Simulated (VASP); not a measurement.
# Fe (P6_3/mmc) in VASP: notebook, part 2 of 3

VASP 6.6.1. The steps go on from the part before.

## 3. Electric field gradients, PBE (equal xx and yy strain of -3 %)

INCAR

```
SYSTEM = Fe
PREC = Accurate ; ENCUT = 520
EDIFF = 1E-8 ; ISMEAR = -1
SIGMA = 0.08 ; LREAL = .FALSE.
LASPH = .TRUE. ; NELM = 120
ALGO = Normal ; ISIF = 2
LWAVE = .FALSE. ; LCHARG = .FALSE.
GGA = PE ; LEFG = .TRUE.
NBANDS = 15 ; GGA_COMPAT = .FALSE.
```

KPOINTS

```
Automatic mesh
0
G
  17 17 10
  0 0 0
```

POSCAR

```
Fe
1.0
    2.3611328578      0.0000000000      0.0000000000
   -1.1805664289      2.0448010365      0.0000000000
    0.0000000000      0.0000000000      3.8419344700
Fe
2
Direct
    0.3333333333      0.6666666667      0.2500000000
    0.6666666667      0.3333333333      0.7500000000
```

Potentials or basis: VASP PAW PBE potentials, release 64 (Fe).

Run with:

```sh
$ cat potpaw_PBE.64/Fe/POTCAR > POTCAR
$ mpirun -np 1 vasp_std > vasp.out
```

OUTCAR:

```text
SYSTEM = Fe
   PREC = Accurate
   ENCUT = 520
   EDIFF = 1E-8
   ISMEAR = -1
   LREAL = .FALSE.
   LASPH = .TRUE.
   NELM = 120
   ISIF = 2
   GGA = PE

 ion  position               nearest neighbor table
   1  0.333  0.667  0.250-   2 2.36   2 2.36   2 2.36   2 2.36   2 2.36   2 2.36
   2  0.667  0.333  0.750-   1 2.36   1 2.36   1 2.36   1 2.36   1 2.36   1 2.36

  LATTYP: Found a hexagonal cell.
 ALAT       =     2.3611328578
 C/A-ratio  =     1.6271572594

  Lattice vectors:

 A1 = (   2.3611328578,   0.0000000000,   0.0000000000)
 A2 = (  -1.1805664289,   2.0448010365,   0.0000000000)
 A3 = (   0.0000000000,   0.0000000000,   3.8419344700)

Analysis of symmetry for initial positions (statically):
=====================================================================
 Subroutine PRICEL returns:
 Original cell was already a primitive cell.

 Routine SETGRP: Setting up the symmetry group for a
 hexagonal supercell.

 Subroutine GETGRP returns: Found 24 space group operations
 (whereof 12 operations were pure point group operations)
 out of a pool of 24 trial point group operations.

The static configuration has the point symmetry D_3d.
 The point group associated with its full space group is D_6h.

Analysis of symmetry for dynamics (positions and initial velocities):
=====================================================================
 Subroutine PRICEL returns:
 Original cell was already a primitive cell.

 Routine SETGRP: Setting up the symmetry group for a
 hexagonal supercell.

 Subroutine GETGRP returns: Found 24 space group operations
 (whereof 12 operations were pure point group operations)
 out of a pool of 24 trial point group operations.

The dynamic configuration has the point symmetry D_3d.
 The point group associated with its full space group is D_6h.

 Subroutine INISYM returns: Found 24 space group operations
 (whereof 12 operations are pure point group operations),
 and found     1 'primitive' translations

----------------------------------------------------------------------------------------

                                     Primitive cell

  volume of cell :      18.5490

  direct lattice vectors                    reciprocal lattice vectors
     2.361132858  0.000000000  0.000000000     0.423525511  0.244522568  0.000000000
    -1.180566429  2.044801037  0.000000000     0.000000000  0.489045136  0.000000000
     0.000000000  0.000000000  3.841934470     0.000000000  0.000000000  0.260285543

  length of vectors
     2.361132858  2.361132858  3.841934470     0.489045136  0.489045136  0.260285543

  position of ions in fractional coordinates (direct lattice)
     0.333333333  0.666666667  0.250000000
     0.666666667  0.333333333  0.750000000

  ion indices of the primitive-cell ions
   primitive index   ion index
                 1           1
                 2           2

----------------------------------------------------------------------------------------
[... 87 lines left out ...]
   IALGO  =     38    algorithm
   IMIX   =      4    mixing-type and parameters
     AMIX     =   0.40;   BMIX     =  1.00
     AMIX_MAG =   1.60;   BMIX_MAG =  1.00
  volume/ion in A,a.u.               =       9.27        62.59
  Fermi-wavevector in a.u.,A,eV,Ry     =   1.558384  2.944918 33.042554  2.428559
  Thomas-Fermi vector in A             =   2.661896
   LORBIT       =      0    0 simple, 1 ext, 2 COOP (PROOUT), +10 PAW based schemes
   GGA     = PE    functional components
   LHFCALC =     F    Hartree Fock is set to
   AEXX    =    0.0000 exact exchange contribution
   IVDW    =     0    specifies the selected vdW correction
   LEPSILON=     F    determine dielectric tensor
   LRPA    =     F    only Hartree local field effects (RPA)
 non-spin polarized calculation
  energy-cutoff  :      520.00
  volume of cell :       18.55
 maximum number of plane-waves:       525
 NGX is ok and might be reduce to    18
   NGX =  9   NGY =  9   NGZ = 15

 number of electron      15.9999977 magnetization

 Free energy of the ion-electron system (eV)
  ---------------------------------------------------
  ext. energy  EPLUGINS =         0.00000000
  ---------------------------------------------------
  free energy    TOTEN  =       -16.14455477 eV

  energy without entropy =      -16.09449923  energy(sigma->0) =      -16.11952700

 E-fermi :   8.0328     XC(G=0): -14.3521

 val. band max:        8.0274705694   @ k =   0.2941   0.0588   0.0000
 cond. band min:       8.0389978015   @ k =   0.2941  -0.0000   0.2000
 fundamental gap:      0.0115272321
 Fermi energy:         8.0327605423

 k-point     1 :       0.0000    0.0000    0.0000
  band No.  band energies     occupation
      1      -1.4361      2.00000
      2       2.5076      2.00000
      3       6.0766      2.00000
      4       6.1561      2.00000
      5       6.1561      2.00000
      6       6.6434      2.00000
      7       6.6434      2.00000
      8       7.2241      1.99992
      9       7.2241      1.99992
     10       8.2256      0.16466
     11       8.8459      0.00008
     12       8.8459      0.00008
     13      17.3834      0.00000
     14      31.0903      0.00000
[... 401 lines left out ...]
      2       3.9993      2.00000
      3       4.1981      2.00000
      4       4.4670      2.00000
      5       5.9273      2.00000
      6       6.2091      2.00000
      7       6.8076      2.00000
      8       7.3456      1.99963
      9       8.2314      0.15415
     10       8.8321      0.00009
     11       9.0140      0.00001
     12      15.8026      0.00000
     13      17.8161      0.00000
     14      22.7925      0.00000
     15      23.7304      0.00000

 [... further k-points ...]

------------------------ aborting loop because EDIFF is reached ----------------------------------------

  FORCE on cell =-STRESS in cart. coord.  units (eV):
  Direction    XX          YY          ZZ          XY          YZ          ZX
  --------------------------------------------------------------------------------------
  -------------------------------------------------------------------------------------
  Total        4.4794131      4.4794131      2.6667078      0.0000000     -0.0000000      0.0000000
  in kB      386.9102733    386.9102733    230.3374603      0.0000000     -0.0000000      0.0000000
  external PRESSURE =     334.7193356 kB  Pullay stress =       0.0000000 kB

 VOLUME and BASIS-vectors are now :
 -----------------------------------------------------------------------------
  energy-cutoff  :      520.00
  volume of cell :       18.55
      direct lattice vectors                 reciprocal lattice vectors
     2.361132858  0.000000000  0.000000000     0.423525511  0.244522568  0.000000000
    -1.180566429  2.044801037  0.000000000     0.000000000  0.489045136  0.000000000
     0.000000000  0.000000000  3.841934470     0.000000000  0.000000000  0.260285543

 POSITION                                       TOTAL-FORCE (eV/Angst)
 -----------------------------------------------------------------------------------
     -0.00000      1.36320      0.96048         0.000000     -0.000000      0.000000
      1.18057      0.68160      2.88145        -0.000000      0.000000      0.000000
 -----------------------------------------------------------------------------------
    total drift:                                0.000000     -0.000000     -0.000000

  FREE ENERGIE OF THE ION-ELECTRON SYSTEM (eV)
  ---------------------------------------------------
  free  energy   TOTEN  =       -16.1445547724 eV

  energy  without entropy=      -16.0944992304  energy(sigma->0) =      -16.11952700

 Electric field gradients (V/A^2)
---------------------------------------------------------------------
 ion       V_xx      V_yy      V_zz      V_xy      V_xz      V_yz
---------------------------------------------------------------------
   1       0.169     0.171    -0.340     0.001     0.000    -0.000
   2       0.169     0.171    -0.340     0.001    -0.000     0.000
---------------------------------------------------------------------

 Electric field gradients after diagonalization (V/A^2)
 (convention: |V_zz| > |V_xx| > |V_yy|)
----------------------------------------------------------------------
 ion       V_xx      V_yy      V_zz     asymmetry (V_yy - V_xx)/ V_zz
----------------------------------------------------------------------
   1       0.171     0.169    -0.340       0.008
   2       0.171     0.169    -0.340       0.008
----------------------------------------------------------------------

           NMR quadrupolar parameters

 Cq : quadrupolar parameter    Cq=e*Q*V_zz/h
 eta: asymmetry parameters     (V_yy - V_xx)/ V_zz
 Q  : nuclear electric quadrupole moment in mb (millibarn)
----------------------------------------------------------------------
 ion       Cq(MHz)       eta       Q (mb)
----------------------------------------------------------------------
   1      -0.001       0.008       1.000
   2      -0.001       0.008       1.000
----------------------------------------------------------------------
```

OSZICAR:

```text
N       E                     dE             d eps       ncg     rms          rms(c)
DAV:   1     0.749296979104E+02    0.74930E+02   -0.72367E+03  6180   0.146E+03
DAV:   2    -0.171784160921E+02   -0.92108E+02   -0.82222E+02  5947   0.246E+02
DAV:   3    -0.191094005537E+02   -0.19310E+01   -0.18593E+01  7200   0.509E+01
DAV:   4    -0.191211726354E+02   -0.11772E-01   -0.11770E-01  7130   0.342E+00
DAV:   5    -0.191213231831E+02   -0.15055E-03   -0.15055E-03  7368   0.385E-01    0.191E+01
DAV:   6    -0.163107065593E+02    0.28106E+01   -0.99906E+00  6640   0.696E+01    0.156E+00
DAV:   7    -0.161869206802E+02    0.12379E+00   -0.51258E-01  7354   0.140E+01    0.128E+00
DAV:   8    -0.161540886054E+02    0.32832E-01   -0.39961E-03  9145   0.918E-01    0.556E-01
DAV:   9    -0.161445980688E+02    0.94905E-02   -0.17911E-03  8840   0.491E-01    0.737E-02
DAV:  10    -0.161445566144E+02    0.41454E-04   -0.11561E-04  7732   0.181E-01    0.285E-02
DAV:  11    -0.161445526683E+02    0.39461E-05   -0.60091E-06  7884   0.551E-02    0.549E-03
DAV:  12    -0.161445540638E+02   -0.13954E-05   -0.30529E-07  6668   0.655E-03    0.233E-03
DAV:  13    -0.161445545979E+02   -0.53415E-06   -0.42053E-09  4943   0.125E-03    0.326E-04
DAV:  14    -0.161445547774E+02   -0.17954E-06   -0.20526E-09  3782   0.481E-04    0.544E-05
DAV:  15    -0.161445547724E+02    0.50638E-08   -0.25313E-10  3572   0.192E-04
   1 F= -.16144555E+02 E0= -.16119527E+02  d E =-.500555E-01
```

It took 47 s on 1 thread of Intel Xeon 6975P-C, shared host; peak memory 0.16 GiB.

Results:

```yaml
Free_energy: -16.1446 eV
Pressure: 33.5 GPa
Band_gap_on_the_k_mesh: zero (band 8 reaches 9.09 eV, above the bottom of band 9 at 6.98 eV)
```

Levels at points of the mesh, in eV from the Fermi level:
```
           k point  band 4  band 5  band 6  band 7  band 8  band 9  band 10  band 11  band 12  band 13
(0.00, 0.00, 0.00)   -1.88   -1.88   -1.39   -1.39   -0.81   -0.81     0.19     0.81     0.81     9.35
(0.00, 0.00, 0.50)   -2.49   -1.96   -1.96   -1.96   -1.96    0.36     0.36     0.36     0.36    17.62
```

Electric field gradients, principal values (V/Å²):
```csv
atom,least,middle,greatest (by size)
1 Fe,0.169,0.171,-0.340
2 Fe,0.169,0.171,-0.340
```

Caveat: the cell differs from its parent crystal (equal xx and yy strain of -3 %); without QUAD_EFG the Cq values of the log hold for a quadrupole moment of 1 mb, not for the nuclei; the run has no spin polarisation, though such a crystal can be magnetic. Spin polarisation is off, so any magnetic state and its effect on volume and gap are missing.

## 4. Electric field gradients, PBE (equal xx and yy strain of -1 %)

INCAR

```
PREC     = Accurate       # precision mode
ENCUT    = 520            # plane-wave cutoff, eV
EDIFF    = 1E-8           # SCF threshold, eV
ISMEAR   = -1             # smearing method
SIGMA    = 0.08           # smearing width, eV
LREAL    = F              # projectors in reciprocal space
LASPH    = T              # aspherical terms in the spheres
NELM     = 120            # most SCF steps
ALGO     = Normal         # electronic algorithm
ISIF     = 2              # what is computed and relaxed
LWAVE    = F              # write WAVECAR
LCHARG   = F              # write CHGCAR
GGA      = PE             # functional
LEFG     = T            
NBANDS   = 15             # bands
GGA_COMPAT= F
```

KPOINTS

```
Automatic mesh
0
Gamma
  17 17 10
```

POSCAR

```
Fe
1.0
    2.4098160095      0.0000000000      0.0000000000
   -1.2049080047      2.0869618826      0.0000000000
    0.0000000000      0.0000000000      3.8419344700
Fe
2
Direct
    0.3333333333      0.6666666667      0.2500000000
    0.6666666667      0.3333333333      0.7500000000
```

Potentials or basis: VASP PAW PBE potentials, release 64 (Fe).

Run with:

```sh
$ cat potpaw_PBE.64/Fe/POTCAR > POTCAR
$ mpirun -np 1 vasp_std > vasp.out
```

OUTCAR:

```text
PREC = Accurate
   ENCUT = 520
   EDIFF = 1E-8
   ISMEAR = -1
   LREAL = F
   LASPH = T
   NELM = 120
   ISIF = 2
   GGA = PE

 ion  position               nearest neighbor table
   1  0.333  0.667  0.250-   2 2.37   2 2.37   2 2.37   2 2.37   2 2.37   2 2.37
   2  0.667  0.333  0.750-   1 2.37   1 2.37   1 2.37   1 2.37   1 2.37   1 2.37

  LATTYP: Found a hexagonal cell.
 ALAT       =     2.4098160095
 C/A-ratio  =     1.5942853956

  Lattice vectors:

[... 646 lines left out ...]

  FREE ENERGIE OF THE ION-ELECTRON SYSTEM (eV)
  ---------------------------------------------------
  free  energy   TOTEN  =       -16.2799996185 eV

  energy  without entropy=      -16.2276521870  energy(sigma->0) =      -16.25382590

 Electric field gradients (V/A^2)
---------------------------------------------------------------------
 ion       V_xx      V_yy      V_zz      V_xy      V_xz      V_yz
---------------------------------------------------------------------
   1       2.763     2.764    -5.527     0.001     0.000    -0.000
   2       2.763     2.764    -5.527     0.001    -0.000     0.000
---------------------------------------------------------------------

 Electric field gradients after diagonalization (V/A^2)
 (convention: |V_zz| > |V_xx| > |V_yy|)
----------------------------------------------------------------------
 ion       V_xx      V_yy      V_zz     asymmetry (V_yy - V_xx)/ V_zz
----------------------------------------------------------------------
   1       2.764     2.762    -5.527       0.000
   2       2.764     2.762    -5.527       0.000
----------------------------------------------------------------------

           NMR quadrupolar parameters

 Cq : quadrupolar parameter    Cq=e*Q*V_zz/h
 eta: asymmetry parameters     (V_yy - V_xx)/ V_zz
 Q  : nuclear electric quadrupole moment in mb (millibarn)
----------------------------------------------------------------------
 ion       Cq(MHz)       eta       Q (mb)
----------------------------------------------------------------------
   1      -0.013       0.000       1.000
   2      -0.013       0.000       1.000
----------------------------------------------------------------------
```

OSZICAR:

```text
N       E                     dE             d eps       ncg     rms          rms(c)
DAV:   1     0.747672124579E+02    0.74767E+02   -0.72816E+03  6092   0.146E+03
DAV:   2    -0.173223716280E+02   -0.92090E+02   -0.82311E+02  5940   0.244E+02
DAV:   3    -0.193469556893E+02   -0.20246E+01   -0.19398E+01  7158   0.519E+01
DAV:   4    -0.193592955648E+02   -0.12340E-01   -0.12338E-01  7004   0.347E+00
DAV:   5    -0.193594532017E+02   -0.15764E-03   -0.15764E-03  7368   0.388E-01    0.182E+01
DAV:   6    -0.164683544269E+02    0.28911E+01   -0.11112E+01  6682   0.725E+01    0.198E+00
DAV:   7    -0.163204486999E+02    0.14791E+00   -0.66928E-01  7151   0.162E+01    0.113E+00
DAV:   8    -0.162909428774E+02    0.29506E-01   -0.45231E-03  9062   0.103E+00    0.526E-01
DAV:   9    -0.162800312897E+02    0.10912E-01   -0.19484E-03  8969   0.514E-01    0.726E-02
DAV:  10    -0.162800065150E+02    0.24775E-04   -0.13730E-04  7677   0.209E-01    0.325E-02
DAV:  11    -0.162799978725E+02    0.86425E-05   -0.88198E-06  7944   0.668E-02    0.438E-03
DAV:  12    -0.162799990132E+02   -0.11406E-05   -0.48165E-07  6633   0.814E-03    0.204E-03
DAV:  13    -0.162799995228E+02   -0.50958E-06   -0.53157E-09  5491   0.111E-03    0.174E-04
DAV:  14    -0.162799996238E+02   -0.10103E-06   -0.16849E-09  3733   0.381E-04    0.458E-05
DAV:  15    -0.162799996185E+02    0.52546E-08   -0.21101E-10  3488   0.175E-04
   1 F= -.16280000E+02 E0= -.16253826E+02  d E =-.523474E-01
```

Wall time 58 s (1 thread of Intel Xeon 6975P-C, shared host); peak memory 0.17 GiB.

Results:

- Free energy: -16.2800 eV
- Pressure: 17.1 GPa
- Band gap on the k mesh: zero (band 8 reaches 8.46 eV, above the bottom of band 9 at 6.46 eV)

Electric field gradients, principal values (V/Å²):
```csv
atom,least,middle,greatest (by size)
1 Fe,2.762,2.764,-5.527
2 Fe,2.762,2.764,-5.527
```

Caveat: the cell differs from its parent crystal (equal xx and yy strain of -1 %); without QUAD_EFG the Cq values of the log hold for a quadrupole moment of 1 mb, not for the nuclei; the run has no spin polarisation, though such a crystal can be magnetic. Spin polarisation is off, so any magnetic state and its effect on volume and gap are missing.

(Continued in part 3 of 3.)
